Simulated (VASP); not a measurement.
Set up this calculation in VASP 6.6.1, as the native input.

```
Task                   : single point
Functional             : LDA
Potentials or basis    : VASP PAW LDA potentials, release 64 (Bi_d)
Cutoff                 : 520 eV
k mesh                 : 12 × 12 × 6
Occupations            : fermi-dirac, width 0.1 eV
Spin                   : no spin polarisation
Dipole correction      : no
Further INCAR settings : ALGO = Normal; EDIFF = 1e-06; NBANDS = 22
```

The structure of Bi lies in POSCAR:

```
Bi
1.0
    3.5491188503      0.0000000000      0.0000000000
   -1.7745594252      3.0736270854      0.0000000000
    0.0000000000      0.0000000000      5.8172489668
Bi
2
Direct
    0.3333333333      0.6666666667      0.2500000000
    0.6666666667      0.3333333333      0.7500000000
```

This isn't the form of Bi at room conditions, which is rhombohedral.

The input as run:

INCAR

```
PREC = Accurate ; ENCUT = 520
EDIFF = 1E-6 ; ISMEAR = -1
SIGMA = 0.1 ; LREAL = False
LASPH = True ; NELM = 80
ALGO = Normal ; ISIF = 2
LWAVE = False ; LCHARG = False
GGA = CA ; NBANDS = 22
```

KPOINTS

```
Automatic mesh
0
Gamma
  12 12 6
```

Potentials or basis: VASP PAW LDA potentials, release 64 (Bi_d).

Command:

```bash
$ cat potpaw_LDA.64/Bi_d/POTCAR > POTCAR
$ mpirun -np 1 vasp_std > vasp.out
```

It gave:

```
Pressure               : -4.2 GPa
Band gap on the k mesh : zero (bands 15 and 16 overlap by 6.68 eV)
```

Caveat: the cell stands under tension; spin-orbit coupling is left out, which moves the levels of the heavy elements.

Wall time 93 s on 1 thread of Intel Xeon 8259CL, on a shared host, peak memory 0.21 GiB.
